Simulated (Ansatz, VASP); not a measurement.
CdH2 in VASP and in Ansatz

Contents of INCAR:

```
SYSTEM = CdH2
PREC = Accurate
ENCUT = 600
EDIFF = 1E-6
ISMEAR = 0
SIGMA = 0.1
LREAL = .False.
LASPH = .True.
NELM = 60
ALGO = Fast
ISIF = 3
LWAVE = .False.
LCHARG = .False.
GGA = PE
IBRION = 2
NSW = 100
EDIFFG = -0.01
```

The input KPOINTS:

```
regular mesh
0
Gamma
  14 14 12
  0 0 0
```

POSCAR

```
CdH2
1.0
    3.1528599014      0.0000000000      0.0000000000
    0.0000000000      3.1528599014      0.0000000000
    0.0000000000      0.0000000000      3.7129209798
Cd H
1 2
Direct
    0.5000000000      0.5000000000      0.0000000000
    0.0000000000      0.0000000000      0.0000000000
    0.5000000000      0.5000000000      0.5000000000
```

Input for Ansatz:

```yaml
crystal:
  lattice:
    - [3.1528599014, 0.0, 0.0]
    - [0.0, 3.1528599014, 0.0]
    - [0.0, 0.0, 3.7129209798]
  atoms:
    - { symbol: Cd, position: [0.5, 0.5, 0.0] }
    - { symbol: H, position: [0.0, 0.0, 0.0] }
    - { symbol: H, position: [0.5, 0.5, 0.5] }
basis:
  ecutwfc: 420
kpoints:
  mp_grid: { grid: [14, 14, 12] }
hamiltonian:
  xc: pbe
scf:
  occupations: { method: gaussian, width: 0.1 }
output:
  forces: true
  stress: true
  eigenvalues: true
relax:
  adjacent_minimum: "off"
  f_tol: 0.01
  max_steps: 80
  cell: { stress_tol: 0.05 }
```

Alike in both runs: task relaxation of cell and atoms; functional PBE; k mesh 14 × 14 × 12; occupations gaussian, width 0.1 eV; no spin polarisation.

|  | VASP | Ansatz |
| --- | --- | --- |
| version | VASP 6.6.1 | Ansatz 0.2.0 |
| potentials or method | VASP PAW PBE potentials, release 64 (Cd, H), cutoff 600 eV | scalar-relativistic, plane waves, PAW |
| valence electrons in the cell | 14 | 22 |

|  | VASP | Ansatz | Ansatz less VASP |
| --- | --- | --- | --- |
| gap on the k mesh at the Fermi level, each at its own relaxed structure (eV) | none | none | - |
| relaxed volume (Å³/atom) | 12.42 | 12.37 | -0.048 |
| relaxed length of the cell vector where the two differ most in proportion (Å) | 3.719 | 3.708 | -0.0114 |

A gap of «none» marks a metal or a gap that the smearing closes. VASP's potentials hold 14 valence electrons a cell and Ansatz's 22, so a difference there can come from the potentials and not from the codes.
